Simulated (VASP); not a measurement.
Runs of VASP 6.6.1 on GaP. The structure is that of space group I4_1/amd (No. 141), or close to it. The cells are those of the table. 

```csv
task,cell,k mesh,cutoff (eV),gap on the mesh (eV),pressure (GPa),relaxed volume (Å³/atom)
single point,"a = 4.463 Å, angles 114.4, 114.4, 100.1°, 4 atoms",12 × 12 × 12,520,none,0.0,-
relaxation of cell and atoms,"relaxed from a = 4.910 Å, angles 109.0, 109.0, 110.5°, 4 atoms",4 × 4 × 4,600,none,0.0,17.65
relaxation of cell and atoms,"relaxed from a = 4.499 Å, angles 108.6, 108.6, 111.2°, 4 atoms",6 × 6 × 6,600,none,-0.1,17.34
single point,"a = 4.476 Å, angles 108.9, 108.9, 110.7°, 4 atoms",6 × 6 × 6,520,none,(b),-
relaxation of cell and atoms,"relaxed from a = 4.476 Å, angles 108.9, 108.9, 110.7°, 4 atoms",12 × 12 × 12,600,none,0.0,16.79
single point,"a = 4.910 Å, angles 109.0, 109.0, 110.5°, 4 atoms",4 × 4 × 4,520,none,(a),-
single point,"a = 4.499 Å, angles 108.6, 108.6, 111.2°, 4 atoms",4 × 4 × 4,520,none,-0.1,-
```

Alike in all rows: level PBE; potentials or basis VASP PAW PBE potentials, release 64 (Ga_d, P); no spin polarisation; smearing gaussian 0.1 eV.

Problem. Estimate the missing entries.

Solution. (a) -9.6; (b) 0.1.

Caveats: some runs use coarse meshes; the volume moved by over 15 % at a fixed basis, so the end points are rough (some runs).

A k mesh can miss the band edges, and the runs leave out spin-orbit coupling on Ga.

A gap of «none» marks levels without a gap at the run's occupations.
